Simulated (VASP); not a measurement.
Wanted: the native input for a VASP 6.6.1 run.

```
Task                   : relaxation of cell and atoms
Functional             : PBE
Potentials or basis    : VASP PAW PBE potentials, release 64 (Ba_sv, Hf_pv, O)
Cutoff                 : 600 eV
k mesh                 : 3 × 3 × 6
Occupations            : gaussian, width 0.1 eV
Spin                   : no spin polarisation
Dipole correction      : no
Further INCAR settings : ALGO = Normal; EDIFF = 1e-07; IBRION = 2; EDIFFG = -0.04; NSW = 90; ISIF = 3
```

The structure of BaHf3O2 lies in POSCAR:

```
BaHf3O2
1.0
    6.4980699979      0.0000000000      0.0000000000
   -3.2490349990      5.6274936938      0.0000000000
    0.0000000000      0.0000000000      2.9336750996
Ba Hf O
1 3 2
Direct
    0.0000000000      0.0000000000      0.5000000000
    0.5000000000      0.5000000000      0.0000000000
    0.5000000000      0.0000000000      0.0000000000
    0.0000000000      0.5000000000      0.0000000000
    0.6666666667      0.3333333333      0.5000000000
    0.3333333333      0.6666666667      0.5000000000
```

The cell was generated, and may not be a known phase.

The input as run:

INCAR

```
SYSTEM = BaHf3O2
  PREC = Accurate
  ENCUT = 600
  EDIFF = 1E-7
  ISMEAR = 0
  SIGMA = 0.1
  LREAL = .FALSE.
  LASPH = .TRUE.
  NELM = 60
  ALGO = Normal
  ISIF = 3
  LWAVE = .FALSE.
  LCHARG = .FALSE.
  GGA = PE
  IBRION = 2
  NSW = 90
  EDIFFG = -0.04
```

KPOINTS

```
regular mesh
0
G
  3 3 6
  0 0 0
```

Potentials or basis: VASP PAW PBE potentials, release 64 (Ba_sv, Hf_pv, O).

Command:

```sh
$ cat potpaw_PBE.64/Ba_sv/POTCAR potpaw_PBE.64/Hf_pv/POTCAR potpaw_PBE.64/O/POTCAR > POTCAR
$ mpirun -np 1 vasp_std > vasp.out
```

Results of the run:

```yaml
Relaxed_volume: 17.69 Å³/atom
Relaxed_cell: a = 6.436 Å, b = 6.436 Å, c = 2.958 Å, α = 90.00°, β = 90.00°, γ = 120.00°
Space_group_after_relaxing_to_0.1_Å: P6/mmm (No. 191)
Energy_gained_by_relaxing: 2.4 meV/atom
Ionic_steps: 2
Pressure_after_relaxing: 0.0 GPa
Band_gap_on_the_k_mesh: zero (bands 26 and 27 overlap by 1.03 eV)
```

Caveat: the k points lie up to 0.38 Å⁻¹ apart in the final cell, too coarse for converged energies and pressures of a metal; spin-orbit coupling is left out, which moves the levels of the heavy elements.

Run time: 2.7 min on 1 thread of Intel(R) Xeon(R) Platinum 8259CL CPU @ 2.50GHz (Skylake/Cascade Lake), on a shared host, peak memory 0.29 GiB.
